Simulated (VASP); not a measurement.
# Ti2C (R-3m) in VASP: further runs

Runs on Ti2C. Level: PBEsol. Tasks: single point.

Program: VASP 6.6.1. These are calculated values, not measurements. Logs are shortened: lines on timing, memory, paths and dates and some standing lists are left out, and cuts for length are marked.

## 1. The cell of the first run

Symmetry: R-3m, No. 166, trigonal system. The conventional cell has a = 3.175 Å, b = 3.175 Å, c = 13.173 Å, α = 90.00°, β = 90.00°, γ = 120.00°. Within 2.8 Å of Ti (site symmetry 3m) lie 3 C at 2.11 Å and 3 Ti at 2.78 Å. Within 2.8 Å of C (site symmetry -3m) lie 6 Ti at 2.11 Å.

## 2. Single point, PBEsol (strain +0.040 along x and y, -0.080 along z)

INCAR

```
SYSTEM = Ti2C
PREC = Accurate ; ENCUT = 520
EDIFF = 1E-7 ; ISMEAR = 0
SIGMA = 0.15 ; LREAL = .FALSE.
LASPH = .TRUE. ; NELM = 80
ALGO = Normal ; ISIF = 2
LWAVE = .FALSE. ; LCHARG = .FALSE.
GGA = PS ; NBANDS = 21
```

KPOINTS

```
Automatic mesh
0
G
  18 18 18
  0 0 0
```

POSCAR

```
Ti2C
1.0
    1.5874597390      0.9165203077      4.3909235034
   -1.5874597390      0.9165203077      4.3909235034
    0.0000000000     -1.8330406153      4.3909235034
Ti C
2 1
Direct
    0.2458180107      0.2458180107      0.2458180107
    0.7541819893      0.7541819893      0.7541819893
    0.5000000000      0.5000000000      0.5000000000
```

Potentials or basis: VASP PAW PBE potentials, release 64 (Ti_sv, C).

Started as:

```console
$ cat potpaw_PBE.64/Ti_sv/POTCAR potpaw_PBE.64/C/POTCAR > POTCAR
$ mpirun -np 1 vasp_std > vasp.out
```

OUTCAR:

```text
SYSTEM = Ti2C
   PREC = Accurate
   ENCUT = 520
   EDIFF = 1E-7
   ISMEAR = 0
   LREAL = .FALSE.
   LASPH = .TRUE.
   NELM = 80
   ISIF = 2
   GGA = PS

 ion  position               nearest neighbor table
   1  0.246  0.246  0.246-   3 2.11   3 2.11   3 2.11   2 2.78   2 2.78   2 2.78
   2  0.754  0.754  0.754-   3 2.11   3 2.11   3 2.11   1 2.78   1 2.78   1 2.78
   3  0.500  0.500  0.500-   1 2.11   1 2.11   2 2.11   2 2.11   1 2.11   2 2.11

  LATTYP: Found a trigonal (rhomboedric) cell.
 ALAT       =     4.7581768683
 COS(alpha) =     0.7773850779

  Lattice vectors:

 A1 = (   1.5874597390,   0.9165203077,   4.3909235034)
 A2 = (  -1.5874597390,   0.9165203077,   4.3909235034)
 A3 = (   0.0000000000,  -1.8330406153,   4.3909235034)

Analysis of symmetry for initial positions (statically):
=====================================================================
 Subroutine PRICEL returns:
 Original cell was already a primitive cell.

 Routine SETGRP: Setting up the symmetry group for a
 trigonal (rhombohedral) supercell.

 Subroutine GETGRP returns: Found 12 space group operations
 (whereof 12 operations were pure point group operations)
 out of a pool of 12 trial point group operations.

The static configuration has the point symmetry D_3d.

Analysis of symmetry for dynamics (positions and initial velocities):
=====================================================================
 Subroutine PRICEL returns:
 Original cell was already a primitive cell.

 Routine SETGRP: Setting up the symmetry group for a
 trigonal (rhombohedral) supercell.

 Subroutine GETGRP returns: Found 12 space group operations
 (whereof 12 operations were pure point group operations)
 out of a pool of 12 trial point group operations.

The dynamic configuration has the point symmetry D_3d.

 Subroutine INISYM returns: Found 12 space group operations
 (whereof 12 operations are pure point group operations),
 and found     1 'primitive' translations

----------------------------------------------------------------------------------------

                                     Primitive cell

  volume of cell :      38.3312

  direct lattice vectors                    reciprocal lattice vectors
     1.587459739  0.916520308  4.390923503     0.314968618  0.181847216  0.075914175
    -1.587459739  0.916520308  4.390923503    -0.314968618  0.181847216  0.075914175
     0.000000000 -1.833040615  4.390923503     0.000000000 -0.363694433  0.075914175

  length of vectors
     4.758176868  4.758176868  4.758176868     0.371532774  0.371532774  0.371532774

  position of ions in fractional coordinates (direct lattice)
     0.245818011  0.245818011  0.245818011
     0.754181989  0.754181989  0.754181989
     0.500000000  0.500000000  0.500000000

  ion indices of the primitive-cell ions
   primitive index   ion index
                 1           1
                 2           2
                 3           3

----------------------------------------------------------------------------------------

 KPOINTS: Automatic mesh

Automatic generation of k-mesh.
 Grid dimensions read from file:
 generate k-points for:   18   18   18

 Generating k-lattice:

  Cartesian coordinates                     Fractional coordinates (reciprocal lattice)
     0.017498257  0.010102623  0.004217454     0.055555556 -0.000000000  0.000000000
    -0.017498257  0.010102623  0.004217454    -0.000000000  0.055555556  0.000000000
     0.000000000 -0.020205246  0.004217454     0.000000000  0.000000000  0.055555556

  Length of vectors
     0.020640710  0.020640710  0.020640710

  Shift w.r.t. Gamma in fractional coordinates (k-lattice)
     0.000000000  0.000000000  0.000000000

 Subroutine IBZKPT returns following result:
 ===========================================

 Found    580 irreducible k-points:

 Following reciprocal coordinates:
            Coordinates               Weight
  0.000000  0.000000  0.000000      1.000000
  0.055556 -0.000000  0.000000      6.000000
  0.111111 -0.000000  0.000000      6.000000
  0.166667 -0.000000  0.000000      6.000000
  0.222222 -0.000000  0.000000      6.000000
  0.277778  0.000000  0.000000      6.000000
[... 16 lines left out ...]
 -0.277778  0.055556 -0.000000     12.000000
 -0.222222  0.055556  0.000000     12.000000
 [... further k-points ...]
   k-points           NKPTS =    580   k-points in BZ     NKDIM =    580   number of bands    NBANDS=     21
   number of dos      NEDOS =    301   number of ions     NIONS =      3
   total plane-waves  NPLWV =  46656
   dimension x,y,z NGX =    36 NGY =   36 NGZ =   36
   dimension x,y,z NGXF=    72 NGYF=   72 NGZF=   72
   ions per type =               2   1
   NGX,Y,Z   is equivalent  to a cutoff of  12.58, 12.58, 12.58 a.u.
   NGXF,Y,Z  is equivalent  to a cutoff of  25.16, 25.16, 25.16 a.u.
 SYSTEM =  Ti2C
   PREC   = accura    normal or accurate (medium, high low for compatibility)
[... 82 lines left out ...]
      6     -23.9321      2.00000
[... 13 lines left out ...]
     20      12.1361      0.00000
     21      13.0681      0.00000

 k-point     3 :       0.1111   -0.0000    0.0000
  band No.  band energies     occupation
      1     -47.8411      2.00000
      2     -47.6835      2.00000
      3     -24.5535      2.00000
      4     -24.1023      2.00000
      5     -24.0783      2.00000
      6     -23.9577      2.00000
[... 13 lines left out ...]
     20      12.1803      0.00000
     21      13.2282      0.00000

 k-point     4 :       0.1667   -0.0000    0.0000
  band No.  band energies     occupation
      1     -47.8309      2.00000
      2     -47.6854      2.00000
      3     -24.5249      2.00000
      4     -24.1358      2.00000
      5     -24.0846      2.00000
      6     -23.9963      2.00000
[... 13 lines left out ...]
     20      12.2884      0.00000
     21      13.4513      0.00000

 k-point     5 :       0.2222   -0.0000    0.0000
  band No.  band energies     occupation
      1     -47.8176      2.00000
      2     -47.6884      2.00000
      3     -24.4875      2.00000
      4     -24.1768      2.00000
      5     -24.0922      2.00000
      6     -24.0424      2.00000
[... 13 lines left out ...]
     20      12.4068      0.00000
     21      13.7804      0.00000

 k-point     6 :       0.2778    0.0000    0.0000
  band No.  band energies     occupation
      1     -47.8020      2.00000
      2     -47.6931      2.00000
      3     -24.4440      2.00000
      4     -24.2199      2.00000
      5     -24.1000      2.00000
      6     -24.0892      2.00000
[... 13 lines left out ...]
     20      12.4548      0.00000
     21      14.0488      0.00000

 k-point     7 :       0.3333   -0.0000    0.0000
  band No.  band energies     occupation
      1     -47.7853      2.00000
      2     -47.6995      2.00000
      3     -24.3992      2.00000
      4     -24.2593      2.00000
      5     -24.1292      2.00000
      6     -24.1073      2.00000
[... 13 lines left out ...]
     20      12.4303      0.00000
     21      13.6151      0.00000
[... 291 lines left out ...]
      1     -47.7482      2.00000
      2     -47.7209      2.00000
      3     -24.3443      2.00000
      4     -24.3055      2.00000
      5     -24.1598      2.00000
      6     -24.1309      2.00000
[... 13 lines left out ...]
     20      12.4095      0.00000
     21      12.4946      0.00000

 k-point    21 :      -0.3889    0.0556   -0.0000
  band No.  band energies     occupation
      1     -47.7617      2.00000
      2     -47.7110      2.00000
      3     -24.3511      2.00000
      4     -24.3038      2.00000
      5     -24.1685      2.00000
      6     -24.1177      2.00000
[... 13 lines left out ...]
     20      12.4648      0.00000
     21      12.8415      0.00000

 k-point    22 :      -0.3333    0.0556   -0.0000
  band No.  band energies     occupation
      1     -47.7778      2.00000
      2     -47.7019      2.00000
      3     -24.3838      2.00000
      4     -24.2774      2.00000
      5     -24.1586      2.00000
      6     -24.1076      2.00000
[... 13 lines left out ...]
     20      12.4892      0.00000
     21      13.3677      0.00000

 k-point    23 :      -0.2778    0.0556   -0.0000
  band No.  band energies     occupation
      1     -47.7943      2.00000
      2     -47.6947      2.00000
      3     -24.4265      2.00000
      4     -24.2389      2.00000
      5     -24.1360      2.00000
      6     -24.0926      2.00000
[... 13 lines left out ...]
     20      12.5220      0.00000
     21      13.8345      0.00000

 k-point    24 :      -0.2222    0.0556    0.0000
  band No.  band energies     occupation
      1     -47.8101      2.00000
      2     -47.6894      2.00000
      3     -24.4698      2.00000
      4     -24.1957      2.00000
      5     -24.1150      2.00000
      6     -24.0640      2.00000
[... 13 lines left out ...]
     20      12.5009      0.00000
     21      13.8418      0.00000

 [... further k-points ...]

------------------------ aborting loop because EDIFF is reached ----------------------------------------

  FORCE on cell =-STRESS in cart. coord.  units (eV):
  Direction    XX          YY          ZZ          XY          YZ          ZX
  --------------------------------------------------------------------------------------
  -------------------------------------------------------------------------------------
  Total       -1.6156456     -1.6156456      3.6978922      0.0000000      0.0000000      0.0000000
  in kB      -67.5312442    -67.5312442    154.5656169      0.0000000      0.0000000      0.0000000
  external PRESSURE =       6.5010428 kB  Pullay stress =       0.0000000 kB

 VOLUME and BASIS-vectors are now :
 -----------------------------------------------------------------------------
  energy-cutoff  :      520.00
  volume of cell :       38.33
      direct lattice vectors                 reciprocal lattice vectors
     1.587459739  0.916520308  4.390923503     0.314968618  0.181847216  0.075914175
    -1.587459739  0.916520308  4.390923503    -0.314968618  0.181847216  0.075914175
     0.000000000 -1.833040615  4.390923503     0.000000000 -0.363694433  0.075914175

 POSITION                                       TOTAL-FORCE (eV/Angst)
 -----------------------------------------------------------------------------------
      0.00000      0.00000      3.23810         0.000000      0.000000      0.642676
      0.00000      0.00000      9.93467         0.000000     -0.000000     -0.642676
      0.00000      0.00000      6.58639         0.000000     -0.000000      0.000000
 -----------------------------------------------------------------------------------
    total drift:                                0.000000     -0.000000      0.000000

  FREE ENERGIE OF THE ION-ELECTRON SYSTEM (eV)
  ---------------------------------------------------
  free  energy   TOTEN  =       -28.1999880177 eV

  energy  without entropy=      -28.1813819196  energy(sigma->0) =      -28.19068497
```

It took 25 min on 1 thread of Intel Xeon 8259CL, shared host; peak memory 0.53 GiB.

What came out:

```yaml
Free_energy: -28.2000 eV
Pressure: 0.7 GPa
Largest_force: 0.643 eV/Å
Band_gap_on_the_k_mesh: zero (bands 14 and 15 overlap by 1.03 eV)
```

Forces on the atoms (eV/Å):
```
Ti   0.000  0.000  0.643
Ti   0.000  0.000 -0.643
C    0.000  0.000  0.000
```

Stress tensor (GPa, compression positive):
```
-6.75  0.00  0.00
 0.00 -6.75  0.00
 0.00  0.00 15.46
```

Caveat: the cell differs from its parent crystal (strain +0.040 along x and y, -0.080 along z); the stress differs along the axes, from -7 to 15 GPa; the PAW data sets were made with another functional, which shifts forces and pressure a little.

## 3. Single point, PBEsol (strain +0.000 along x and y, +0.040 along z)

INCAR

```
PREC     = Accurate       # precision mode
ENCUT    = 520            # plane-wave cutoff, eV
EDIFF    = 1E-7           # SCF threshold, eV
ISMEAR   = 0              # smearing method
SIGMA    = 0.15           # smearing width, eV
LREAL    = False          # projectors in reciprocal space
LASPH    = True           # aspherical terms in the spheres
NELM     = 80             # most SCF steps
ALGO     = Normal         # electronic algorithm
ISIF     = 2              # what is computed and relaxed
LWAVE    = False          # write WAVECAR
LCHARG   = True           # write CHGCAR
GGA      = PS             # functional
LELF     = True           # ELF
LVHAR    = True         
NBANDS   = 21             # bands
```

KPOINTS

```
Automatic mesh
0
Gamma
  18 18 18
```

POSCAR

```
Ti2C
1.0
    1.5264035952      0.8812695266      4.9636526560
   -1.5264035952      0.8812695266      4.9636526560
    0.0000000000     -1.7625390532      4.9636526560
Ti C
2 1
Direct
    0.2458180107      0.2458180107      0.2458180107
    0.7541819893      0.7541819893      0.7541819893
    0.5000000000      0.5000000000      0.5000000000
```

Potentials or basis: VASP PAW PBE potentials, release 64 (Ti_sv, C).

Started as:

```console
$ cat potpaw_PBE.64/Ti_sv/POTCAR potpaw_PBE.64/C/POTCAR > POTCAR
$ mpirun -np 1 vasp_std > vasp.out
```

Wall time 9.3 min (1 thread of Intel Xeon 6975P-C (Granite Rapids), shared host); peak memory 0.57 GiB.

The run converged. Its results:

```
Free energy            : -28.3782 eV
Pressure               : -6.7 GPa
Largest force          : 0.557 eV/Å
Band gap on the k mesh : zero (bands 14 and 15 overlap by 0.95 eV)
```

Forces on the atoms (eV/Å):
```
Ti   0.000  0.000 -0.557
Ti   0.000  0.000  0.557
C    0.000  0.000  0.000
```

Stress tensor (GPa, compression positive):
```
 -4.15   0.00   0.00
  0.00  -4.15   0.00
  0.00   0.00 -11.78
```

Levels at points of the mesh, in eV from the Fermi level:
```
           k point  band 12  band 13  band 14  band 15  band 16  band 17
(0.00, 0.00, 0.00)    -2.31    -2.25     0.61     0.61     0.70     1.86
(0.50, 0.00, 0.00)    -2.31    -1.35    -0.93     0.14     1.84     2.47
(0.50, 0.50, 0.00)    -2.46    -1.65    -0.83     0.81     2.63     2.82
(0.50, 0.50, 0.50)    -2.18    -1.05    -0.11     0.86     0.86     1.80
```

Caveat: the cell differs from its parent crystal (strain +0.000 along x and y, +0.040 along z); the stress differs along the axes, from -12 to -4 GPa; the PAW data sets were made with another functional, which shifts forces and pressure a little.

## 4. Single point, PBEsol (strain +0.080 along x and y, -0.080 along z)

INCAR

```
SYSTEM = Ti2C
  PREC = Accurate
  ENCUT = 520
  EDIFF = 1E-6
  ISMEAR = 0
  SIGMA = 0.15
  LREAL = .False.
  LASPH = .True.
  NELM = 100
  ALGO = Normal
  ISIF = 2
  LWAVE = .False.
  LCHARG = .False.
  GGA = PS
  NBANDS = 21
```

KPOINTS

```
regular mesh
0
Gamma
  18 18 18
  0 0 0
```

POSCAR

```
Ti2C
1.0
    1.6485158828      0.9517710887      4.3909235034
   -1.6485158828      0.9517710887      4.3909235034
    0.0000000000     -1.9035421774      4.3909235034
Ti C
2 1
Direct
    0.2458180107      0.2458180107      0.2458180107
    0.7541819893      0.7541819893      0.7541819893
    0.5000000000      0.5000000000      0.5000000000
```

Started as:

```console
$ cat potpaw_PBE.64/Ti_sv/POTCAR potpaw_PBE.64/C/POTCAR > POTCAR
$ mpirun -np 1 vasp_std > vasp.out
```

Run time: 4.9 min. Hardware: 1 thread of Intel Xeon 6975P-C (Granite Rapids), shared host; peak memory 0.55 GiB.

It converged, with:

```yaml
Free_energy: -27.9387 eV
Pressure: -12.2 GPa
Largest_force: 0.015 eV/Å
Band_gap_on_the_k_mesh: zero (bands 14 and 15 overlap by 0.95 eV)
```

Forces in eV/Å, atoms in the order of the input:
```
Ti   0.000  0.000  0.015
Ti   0.000  0.000 -0.015
C    0.000  0.000  0.000
```

Stress tensor (GPa, compression positive):
```
-20.26   0.00   0.00
  0.00 -20.26   0.00
  0.00   0.00   3.96
```

Levels at points of the mesh, in eV from the Fermi level:
```csv
k point,band 12,band 13,band 14,band 15,band 16,band 17
"(0.00, 0.00, 0.00)",-2.89,-1.13,-0.05,-0.05,2.09,2.22
"(0.50, 0.00, 0.00)",-2.48,-0.77,-0.72,0.21,1.54,2.30
"(0.50, 0.50, 0.00)",-2.35,-1.38,-1.01,1.30,1.58,2.58
"(0.50, 0.50, 0.50)",-2.63,0.13,0.78,0.78,0.93,1.59
```

Caveat: the cell differs from its parent crystal (strain +0.080 along x and y, -0.080 along z); the stress differs along the axes, from -20 to 4 GPa; the PAW data sets were made with another functional, which shifts forces and pressure a little.

## 5. Single point, PBEsol (strain +0.000 along x and y, +0.080 along z)

INCAR

```
SYSTEM = Ti2C
PREC     = Accurate       ! precision mode
ENCUT    = 520            ! plane-wave cutoff, eV
EDIFF    = 1E-6           ! SCF threshold, eV
ISMEAR   = 0              ! smearing method
SIGMA    = 0.15           ! smearing width, eV
LREAL    = .False.        ! projectors in reciprocal space
LASPH    = .True.         ! aspherical terms in the spheres
NELM     = 60             ! most SCF steps
ALGO     = Normal         ! electronic algorithm
ISIF     = 2              ! what is computed and relaxed
LWAVE    = .False.        ! write WAVECAR
LCHARG   = .False.        ! write CHGCAR
GGA      = PS             ! functional
NBANDS   = 21             ! bands
```

KPOINTS is that of step 4.

POSCAR

```
Ti2C
1.0
    1.5264035952      0.8812695266      5.1545623736
   -1.5264035952      0.8812695266      5.1545623736
    0.0000000000     -1.7625390532      5.1545623736
Ti C
2 1
Direct
    0.2458180107      0.2458180107      0.2458180107
    0.7541819893      0.7541819893      0.7541819893
    0.5000000000      0.5000000000      0.5000000000
```

Started as:

```console
$ cat potpaw_PBE.64/Ti_sv/POTCAR potpaw_PBE.64/C/POTCAR > POTCAR
$ mpirun -np 1 vasp_std > vasp.out
```

It took 12 min on 1 thread of Intel Xeon 6975P-C (Granite Rapids), shared host; peak memory 0.6 GiB.

Results (log left out):

| Item | Value |
| --- | --- |
| Free energy | -28.2156 eV |
| Pressure | -12.3 GPa |
| Largest force | 1.101 eV/Å |
| Band gap on the k mesh | zero (bands 14 and 15 overlap by 0.80 eV) |

Forces on the atoms (eV/Å):
```
Ti   0.000  0.000 -1.101
Ti   0.000  0.000  1.101
C    0.000  0.000  0.000
```

Stress tensor (GPa, compression positive):
```
 -7.42   0.00   0.00
  0.00  -7.42   0.00
  0.00   0.00 -21.92
```

Levels at points of the mesh, in eV from the Fermi level:
| k point | band 10 | band 11 | band 12 | band 13 | band 14 | band 15 | band 16 | band 17 | band 18 | band 19 |
| --- | --- | --- | --- | --- | --- | --- | --- | --- | --- | --- |
| (0.00, 0.00, 0.00) | -4.79 | -2.46 | -2.05 | -2.05 | 0.44 | 0.69 | 0.69 | 1.76 | 1.76 | 2.59 |
| (0.50, 0.00, 0.00) | -4.70 | -3.09 | -2.14 | -1.37 | -0.87 | 0.14 | 1.80 | 2.19 | 2.90 | 3.07 |
| (0.50, 0.50, 0.00) | -4.97 | -3.00 | -2.28 | -1.57 | -0.78 | 0.71 | 2.61 | 2.66 | 2.67 | 3.15 |
| (0.50, 0.50, 0.50) | -5.60 | -1.94 | -1.94 | -1.19 | -0.32 | 0.84 | 0.84 | 1.79 | 1.79 | 1.98 |

Caveat: the cell differs from its parent crystal (strain +0.000 along x and y, +0.080 along z); the stress differs along the axes, from -22 to -7 GPa; the PAW data sets were made with another functional, which shifts forces and pressure a little.

## 6. Overview

```csv
cell,gap on the mesh (eV),pressure (GPa),largest force (eV/Å)
"a = 4.758 Å, angles 39.0°, 3 atoms",none,0.7,0.64
"a = 5.267 Å, angles 33.7°, 3 atoms",none,-6.7,0.56
"a = 4.786 Å, angles 40.3°, 3 atoms",none,-12.2,0.02
"a = 5.448 Å, angles 32.5°, 3 atoms",none,-12.3,1.10
```

Alike in all rows: task single point; level PBEsol; potentials or basis VASP PAW PBE potentials, release 64 (Ti_sv, C); no spin polarisation; k mesh 18 × 18 × 18; cutoff (eV) 520; smearing gaussian 0.15 eV.

Caveats: the PAW data sets were made with another functional, which shifts forces and pressure a little; the stress differs along the axes, from -7 to 15 GPa (at least some runs); the stress differs along the axes, from -12 to -4 GPa (at least some runs); the stress differs along the axes, from -20 to 4 GPa (at least some runs); the stress differs along the axes, from -22 to -7 GPa (at least some runs).

Absolute energies hang on the potentials; compare differences alone.
